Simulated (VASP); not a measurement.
# Cd (P6_3/mmc) in VASP: a series of runs, part 2 of 2

VASP 6.6.1.

### 3 Single point, PBEsol

This run uses another cell than the first one, of 10.38 Å³/atom, 1.250 times its volume.

Input file INCAR:

```
  ALGO = Normal
  EDIFF = 1E-6
  ENCUT = 520
  GGA = PS
  ISIF = 2
  ISMEAR = -1
  LASPH = T
  LCHARG = F
  LREAL = F
  LWAVE = F
  NBANDS = 19
  NELM = 100
  PREC = Accurate
  SIGMA = 0.05
```

Input file KPOINTS:

```
k-points
0
Gamma
  14 14 8
```

Input file POSCAR:

```
Cd
1.0
    2.4622420934      0.0000000000      0.0000000000
   -1.2311210467      2.1323642032      0.0000000000
    0.0000000000      0.0000000000      3.9555509345
Cd
2
Direct
    0.3333333333      0.6666666667      0.2500000000
    0.6666666667      0.3333333333      0.7500000000
```

Potentials or basis: VASP PAW PBE potentials, release 64 (Cd).

The run is started by

```sh
$ cat potpaw_PBE.64/Cd/POTCAR > POTCAR
$ mpirun -np 1 vasp_std > vasp.out
```

OUTCAR:

```text
EDIFF = 1E-6
   ENCUT = 520
   GGA = PS
   ISIF = 2
   ISMEAR = -1
   LASPH = T
   LREAL = F
   NELM = 100
   PREC = Accurate

 ion  position               nearest neighbor table
   1  0.333  0.667  0.250-   2 2.44   2 2.44   2 2.44   2 2.44   2 2.44   2 2.44   2 3.46   2 3.46
                             2 3.46   2 3.46   2 3.46   2 3.46
   2  0.667  0.333  0.750-   1 2.44   1 2.44   1 2.44   1 2.44   1 2.44   1 2.44   1 3.46   1 3.46
                             1 3.46   1 3.46   1 3.46   1 3.46

  LATTYP: Found a hexagonal cell.
 ALAT       =     2.4622420934
 C/A-ratio  =     1.6064833532

  Lattice vectors:

 A1 = (   2.4622420934,   0.0000000000,   0.0000000000)
 A2 = (  -1.2311210467,   2.1323642032,   0.0000000000)
 A3 = (   0.0000000000,   0.0000000000,   3.9555509345)

Analysis of symmetry for initial positions (statically):
=====================================================================
 Subroutine PRICEL returns:
 Original cell was already a primitive cell.

 Routine SETGRP: Setting up the symmetry group for a
 hexagonal supercell.

 Subroutine GETGRP returns: Found 24 space group operations
 (whereof 12 operations were pure point group operations)
 out of a pool of 24 trial point group operations.

The static configuration has the point symmetry D_3d.
 The point group associated with its full space group is D_6h.

Analysis of symmetry for dynamics (positions and initial velocities):
=====================================================================
 Subroutine PRICEL returns:
 Original cell was already a primitive cell.

 Routine SETGRP: Setting up the symmetry group for a
 hexagonal supercell.

 Subroutine GETGRP returns: Found 24 space group operations
 (whereof 12 operations were pure point group operations)
[... 109 lines left out ...]
   ISIF   =      2    stress and relaxation
   ISYM   =      2    0-nonsym 1-usesym 2-fastsym
   POTIM  = 0.5000    time-step for ionic-motion
   TEBEG  =    0.0;   TEEND  =   0.0 temperature during run
   PSTRESS=    0.0 pullay stress
   NELECT =      24.0000    total number of electrons
   NUPDOWN=      -1.0000    fix difference up-down
   EMIN   =  10.00;   EMAX   =-10.00  energy-range for DOS
   EFERMI =   0.00;   METHOD = LEGACY
   ISMEAR =    -1;   SIGMA  =   0.05  broadening in eV -4-tet -1-fermi 0-gaus
   EFERMI_NEDOS =   21; number of points for ismear=-14 and -15
   IALGO  =     38    algorithm
   IMIX   =      4    mixing-type and parameters
     AMIX     =   0.40;   BMIX     =  1.00
     AMIX_MAG =   1.60;   BMIX_MAG =  1.00
  volume/ion in A,a.u.               =      10.38        70.08
  Fermi-wavevector in a.u.,A,eV,Ry     =   1.717957  3.246467 40.155896  2.951375
  Thomas-Fermi vector in A             =   2.794860
   LORBIT       =      0    0 simple, 1 ext, 2 COOP (PROOUT), +10 PAW based schemes
   GGA     = PS    functional components
   LHFCALC =     F    Hartree Fock is set to
   AEXX    =    0.0000 exact exchange contribution
   IVDW    =     0    specifies the selected vdW correction
   LEPSILON=     F    determine dielectric tensor
   LRPA    =     F    only Hartree local field effects (RPA)
 non-spin polarized calculation
  energy-cutoff  :      520.00
  volume of cell :       20.77
 maximum number of plane-waves:       578
   NGX =  9   NGY =  9   NGZ = 15

 number of electron      24.0000022 magnetization

 Free energy of the ion-electron system (eV)
  ---------------------------------------------------
  ext. energy  EPLUGINS =         0.00000000
  ---------------------------------------------------
  free energy    TOTEN  =         6.93923089 eV

  energy without entropy =        6.94104263  energy(sigma->0) =        6.94013676

 E-fermi :  12.8193     XC(G=0): -15.7013

 val. band max:       12.8036805141   @ k =   0.0714   0.0000   0.0000
 cond. band min:      12.8394783325   @ k =   0.0714   0.0714   0.0000
 fundamental gap:      0.0357978183
 Fermi energy:        12.8192998431

 k-point     1 :       0.0000    0.0000    0.0000
  band No.  band energies     occupation
      1      -5.5786      2.00000
      2      -4.8432      2.00000
      3      -2.0679      2.00000
      4      -2.0307      2.00000
      5      -2.0307      2.00000
      6      -1.5308      2.00000
[... 505 lines left out ...]
      6      -1.9697      2.00000
[... 11 lines left out ...]
     18      22.4695      0.00000
     19      23.2856      0.00000

 [... further k-points ...]
[... 5 lines left out ...]
  --------------------------------------------------------------------------------------
  -------------------------------------------------------------------------------------
  Total       38.8046344     38.8046344     39.0511965      0.0000000      0.0000000      0.0000000
  in kB     2993.6089116   2993.6089118   3012.6301046      0.0000000      0.0000000      0.0000000
  external PRESSURE =    2999.9493093 kB  Pullay stress =       0.0000000 kB

 VOLUME and BASIS-vectors are now :
 -----------------------------------------------------------------------------
  energy-cutoff  :      520.00
  volume of cell :       20.77
      direct lattice vectors                 reciprocal lattice vectors
     2.462242093  0.000000000  0.000000000     0.406133906  0.234481520  0.000000000
    -1.231121047  2.132364203  0.000000000     0.000000000  0.468963040  0.000000000
     0.000000000  0.000000000  3.955550935     0.000000000  0.000000000  0.252809284

 POSITION                                       TOTAL-FORCE (eV/Angst)
 -----------------------------------------------------------------------------------
     -0.00000      1.42158      0.98889        -0.000000      0.000000      0.000000
      1.23112      0.71079      2.96666         0.000000     -0.000000      0.000000
 -----------------------------------------------------------------------------------
    total drift:                                0.000000     -0.000000      0.000000

  FREE ENERGIE OF THE ION-ELECTRON SYSTEM (eV)
  ---------------------------------------------------
  free  energy   TOTEN  =         6.9392308866 eV

  energy  without entropy=        6.9410426289  energy(sigma->0) =        6.94013676
```

OSZICAR:

```text
N       E                     dE             d eps       ncg     rms          rms(c)
DAV:   1     0.211001758877E+03    0.21100E+03   -0.14169E+04  4576   0.149E+03
DAV:   2     0.103926168307E+02   -0.20061E+03   -0.19552E+03  4749   0.391E+02
DAV:   3     0.644587548465E+01   -0.39467E+01   -0.39381E+01  5172   0.621E+01
DAV:   4     0.643672193465E+01   -0.91536E-02   -0.91529E-02  4974   0.282E+00
DAV:   5     0.643670158050E+01   -0.20354E-04   -0.20353E-04  5007   0.127E-01    0.389E+01
DAV:   6     0.679812505392E+01    0.36142E+00   -0.22991E-01  4930   0.806E+00    0.230E+01
DAV:   7     0.693345841393E+01    0.13533E+00   -0.96397E-02  5027   0.507E+00    0.116E+00
DAV:   8     0.693927837656E+01    0.58200E-02   -0.25270E-02  4786   0.244E+00    0.137E-01
DAV:   9     0.693925224726E+01   -0.26129E-04   -0.95850E-05  5069   0.868E-02    0.562E-02
DAV:  10     0.693923112796E+01   -0.21119E-04   -0.43867E-06  4747   0.214E-02    0.122E-02
DAV:  11     0.693923088658E+01   -0.24138E-06   -0.11246E-06  2923   0.137E-02
   1 F= 0.69392309E+01 E0= 0.69401368E+01  d E =-.181174E-02
```

Run time: 13 s. Hardware: 1 thread of Intel Xeon 6975P-C (Granite Rapids), shared host; peak memory 0.15 GiB.

What came out:

* Free energy: 6.9392 eV
* Pressure: 300.0 GPa
* Band gap on the k mesh: zero (band 12 reaches 14.00 eV, above the bottom of band 13 at 12.31 eV)

Caveat: the PAW data sets were made with another functional, which shifts forces and pressure a little.

### 4 Single point, PBEsol

Input file INCAR:

```
SYSTEM = Cd
PREC = Accurate
ENCUT = 520
EDIFF = 1E-6
ISMEAR = -1
SIGMA = 0.05
LREAL = .FALSE.
LASPH = .TRUE.
NELM = 80
ALGO = Normal
ISIF = 2
LWAVE = .FALSE.
LCHARG = .TRUE.
GGA = PS
LELF = .TRUE.
LVHAR = .TRUE.
NBANDS = 19
```

Input file KPOINTS:

```
regular mesh
0
G
  14 14 8
  0 0 0
```

POSCAR is that of step 3.

Potentials or basis: VASP PAW PBE potentials, release 64 (Cd).

The run is started by

```sh
$ cat potpaw_PBE.64/Cd/POTCAR > POTCAR
$ mpirun -np 1 vasp_std > vasp.out
```

OUTCAR:

```text
SYSTEM = Cd
   PREC = Accurate
   ENCUT = 520
   EDIFF = 1E-6
   ISMEAR = -1
   LREAL = .FALSE.
   LASPH = .TRUE.
   NELM = 80
   ISIF = 2
   GGA = PS

 ion  position               nearest neighbor table
   1  0.333  0.667  0.250-   2 2.44   2 2.44   2 2.44   2 2.44   2 2.44   2 2.44   2 3.46   2 3.46
                             2 3.46   2 3.46   2 3.46   2 3.46
   2  0.667  0.333  0.750-   1 2.44   1 2.44   1 2.44   1 2.44   1 2.44   1 2.44   1 3.46   1 3.46
                             1 3.46   1 3.46   1 3.46   1 3.46

  LATTYP: Found a hexagonal cell.
 ALAT       =     2.4622420934
 C/A-ratio  =     1.6064833532

  Lattice vectors:

 A1 = (   2.4622420934,   0.0000000000,   0.0000000000)
 A2 = (  -1.2311210467,   2.1323642032,   0.0000000000)
 A3 = (   0.0000000000,   0.0000000000,   3.9555509345)

Analysis of symmetry for initial positions (statically):
=====================================================================
 Subroutine PRICEL returns:
 Original cell was already a primitive cell.

 Routine SETGRP: Setting up the symmetry group for a
 hexagonal supercell.

 Subroutine GETGRP returns: Found 24 space group operations
 (whereof 12 operations were pure point group operations)
 out of a pool of 24 trial point group operations.

The static configuration has the point symmetry D_3d.
 The point group associated with its full space group is D_6h.

Analysis of symmetry for dynamics (positions and initial velocities):
=====================================================================
 Subroutine PRICEL returns:
 Original cell was already a primitive cell.

 Routine SETGRP: Setting up the symmetry group for a
 hexagonal supercell.

 Subroutine GETGRP returns: Found 24 space group operations
 (whereof 12 operations were pure point group operations)
 out of a pool of 24 trial point group operations.

The dynamic configuration has the point symmetry D_3d.
[... 109 lines left out ...]
   TEBEG  =    0.0;   TEEND  =   0.0 temperature during run
   PSTRESS=    0.0 pullay stress
   NELECT =      24.0000    total number of electrons
   NUPDOWN=      -1.0000    fix difference up-down
   EMIN   =  10.00;   EMAX   =-10.00  energy-range for DOS
   EFERMI =   0.00;   METHOD = LEGACY
   ISMEAR =    -1;   SIGMA  =   0.05  broadening in eV -4-tet -1-fermi 0-gaus
   EFERMI_NEDOS =   21; number of points for ismear=-14 and -15
   IALGO  =     38    algorithm
   IMIX   =      4    mixing-type and parameters
     AMIX     =   0.40;   BMIX     =  1.00
     AMIX_MAG =   1.60;   BMIX_MAG =  1.00
  volume/ion in A,a.u.               =      10.38        70.08
  Fermi-wavevector in a.u.,A,eV,Ry     =   1.717957  3.246467 40.155896  2.951375
  Thomas-Fermi vector in A             =   2.794860
   LORBIT       =      0    0 simple, 1 ext, 2 COOP (PROOUT), +10 PAW based schemes
   GGA     = PS    functional components
   LHFCALC =     F    Hartree Fock is set to
   AEXX    =    0.0000 exact exchange contribution
   IVDW    =     0    specifies the selected vdW correction
   LEPSILON=     F    determine dielectric tensor
   LRPA    =     F    only Hartree local field effects (RPA)
 non-spin polarized calculation
  energy-cutoff  :      520.00
  volume of cell :       20.77
 maximum number of plane-waves:       578
   NGX =  9   NGY =  9   NGZ = 15

 number of electron      24.0000022 magnetization

 Free energy of the ion-electron system (eV)
  ---------------------------------------------------
  ext. energy  EPLUGINS =         0.00000000
  ---------------------------------------------------
  free energy    TOTEN  =         6.93923089 eV

  energy without entropy =        6.94104263  energy(sigma->0) =        6.94013676

 E-fermi :  12.8193     XC(G=0): -15.7013

 val. band max:       12.8036805141   @ k =   0.0714   0.0000   0.0000
 cond. band min:      12.8394783325   @ k =   0.0714   0.0714   0.0000
 fundamental gap:      0.0357978183
 Fermi energy:        12.8192998431

 k-point     1 :       0.0000    0.0000    0.0000
  band No.  band energies     occupation
      1      -5.5786      2.00000
      2      -4.8432      2.00000
      3      -2.0679      2.00000
      4      -2.0307      2.00000
      5      -2.0307      2.00000
      6      -1.5308      2.00000
[... 505 lines left out ...]
      6      -1.9697      2.00000
[... 11 lines left out ...]
     18      22.4695      0.00000
     19      23.2856      0.00000

 [... further k-points ...]
[... 5 lines left out ...]
  --------------------------------------------------------------------------------------
  -------------------------------------------------------------------------------------
  Total       38.8046344     38.8046344     39.0511965      0.0000000      0.0000000      0.0000000
  in kB     2993.6089116   2993.6089118   3012.6301046      0.0000000      0.0000000      0.0000000
  external PRESSURE =    2999.9493093 kB  Pullay stress =       0.0000000 kB

 VOLUME and BASIS-vectors are now :
 -----------------------------------------------------------------------------
  energy-cutoff  :      520.00
  volume of cell :       20.77
      direct lattice vectors                 reciprocal lattice vectors
     2.462242093  0.000000000  0.000000000     0.406133906  0.234481520  0.000000000
    -1.231121047  2.132364203  0.000000000     0.000000000  0.468963040  0.000000000
     0.000000000  0.000000000  3.955550935     0.000000000  0.000000000  0.252809284

 POSITION                                       TOTAL-FORCE (eV/Angst)
 -----------------------------------------------------------------------------------
     -0.00000      1.42158      0.98889        -0.000000      0.000000      0.000000
      1.23112      0.71079      2.96666         0.000000     -0.000000      0.000000
 -----------------------------------------------------------------------------------
    total drift:                                0.000000     -0.000000      0.000000

  FREE ENERGIE OF THE ION-ELECTRON SYSTEM (eV)
  ---------------------------------------------------
  free  energy   TOTEN  =         6.9392308866 eV

  energy  without entropy=        6.9410426289  energy(sigma->0) =        6.94013676
```

It took 14 s on 1 thread of Intel Xeon 6975P-C (Granite Rapids), shared host; peak memory 0.15 GiB.

Results:

| Quantity | Value |
| --- | --- |
| Free energy | 6.9392 eV |
| Pressure | 300.0 GPa |
| Band gap on the k mesh | zero (band 12 reaches 14.00 eV, above the bottom of band 13 at 12.31 eV) |

Caveat: the PAW data sets were made with another functional, which shifts forces and pressure a little.

### 5 Single point, PBEsol

This run uses another cell than the first one, of 12.46 Å³/atom, 1.500 times its volume.

Input file INCAR:

```
SYSTEM = Cd
  ALGO = Normal
  EDIFF = 1E-6
  ENCUT = 520
  GGA = PS
  ISIF = 2
  ISMEAR = -1
  LASPH = .True.
  LCHARG = .True.
  LELF = .True.
  LREAL = .False.
  LVHAR = .True.
  LWAVE = .False.
  NBANDS = 19
  NELM = 100
  PREC = Accurate
  SIGMA = 0.05
```

Input file KPOINTS:

```
k-points
0
Gamma
  14 14 8
  0 0 0
```

Input file POSCAR:

```
Cd
1.0
    2.5996062073      0.0000000000      0.0000000000
   -1.2998031036      2.2513250153      0.0000000000
    0.0000000000      0.0000000000      4.2582837749
Cd
2
Direct
    0.3333333333      0.6666666667      0.2500000000
    0.6666666667      0.3333333333      0.7500000000
```

The run is started by

```sh
$ cat potpaw_PBE.64/Cd/POTCAR > POTCAR
$ mpirun -np 1 vasp_std > vasp.out
```

It took 16 s on 1 thread of Intel Xeon 6975P-C (Granite Rapids), shared host; peak memory 0.16 GiB.

The run converged. Its results:

* Free energy: 1.6229 eV
* Pressure: 133.9 GPa
* Band gap on the k mesh: zero (band 12 reaches 10.51 eV, above the bottom of band 13 at 8.63 eV)

Levels at points of the mesh, in eV from the Fermi level:
```csv
k point,band 9,band 10,band 11,band 12,band 13,band 14,band 15,band 16
"(0.00, 0.00, 0.00)",-11.82,-10.42,-10.42,-6.29,-0.73,13.71,16.27,16.67
"(0.50, 0.00, 0.00)",-10.16,-10.04,-5.61,-3.55,3.30,3.31,6.91,7.08
"(0.00, 0.00, 0.50)",-10.86,-10.86,-10.86,-10.86,8.34,8.34,14.30,14.30
"(0.50, 0.00, 0.50)",-10.11,-10.11,-4.77,-4.77,0.57,0.57,11.60,11.60
```

Caveat: the PAW data sets were made with another functional, which shifts forces and pressure a little.
